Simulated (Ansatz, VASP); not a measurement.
## One calculation of ScPt, two programs

File INCAR:

```
ALGO = Normal
EDIFF = 1E-6
ENCUT = 520
ISIF = 2
ISMEAR = -1
LASPH = True
LCHARG = False
LREAL = False
LWAVE = False
NBANDS = 18
NELM = 80
PREC = Accurate
SIGMA = 0.05
```

File KPOINTS:

```
k-points
0
Gamma
  10 10 10
```

POSCAR

```
ScPt
1.0
    3.2373000000      0.0000000000      0.0000000000
    0.0000000000      3.2373000000      0.0000000000
    0.0000000000      0.0000000000      3.2700000000
Sc Pt
1 1
Direct
    0.5000000000      0.5000000000      0.5000000000
    0.0000000000      0.0000000000      0.0000000000
```

Input for Ansatz:

```yaml
crystal:
  lattice:
    - [3.2373, 0.0, 0.0]
    - [0.0, 3.2373, 0.0]
    - [0.0, 0.0, 3.27]
  atoms:
    - { symbol: Sc, position: [0.5, 0.5, 0.5] }
    - { symbol: Pt, position: [0.0, 0.0, 0.0] }
kpoints:
  mp_grid: { grid: [10, 10, 10] }
  band_path:
    path:
      - [0.0, 0.0, 0.0]
      - [0.0, 0.5, 0.0]
      - [0.5, 0.5, 0.0]
      - [0.0, 0.0, 0.0]
      - [0.0, 0.0, 0.5]
      - [0.0, 0.5, 0.5]
      - [0.5, 0.5, 0.5]
      - [0.0, 0.0, 0.5]
      - [0.0, 0.5, 0.0]
    npoints: 5
scf:
  occupations: { method: fermi_dirac, width: 0.05 }
hamiltonian:
  xc: lda
  pseudopotentials: { kind: all_electron, lapw: { basis_error: 0.00025 } }
output:
  forces: true
  stress: true
  eigenvalues: true
```

Change from the starting cell: equal xx and yy strain of -1 %.

Alike in both runs: task single point; functional LDA; k mesh 10 × 10 × 10; occupations fermi-dirac, width 0.05 eV; no spin polarisation.

```csv
,VASP,Ansatz
version,VASP 6.6.1,Ansatz 0.2.0
potentials or method,"VASP PAW LDA potentials, release 64 (Sc_sv, Pt), cutoff 520 eV","all-electron LAPW, scalar-relativistic"
```

```csv
,VASP,Ansatz,Ansatz less VASP
pressure (GPa),-1.9,-2.5,-0.64
```

LDA's correlation is that of Perdew and Zunger in VASP and of Perdew and Wang (1992) in Ansatz. Ansatz ran all-electron here, and VASP with PAW potentials.

Spin-orbit coupling is off throughout.
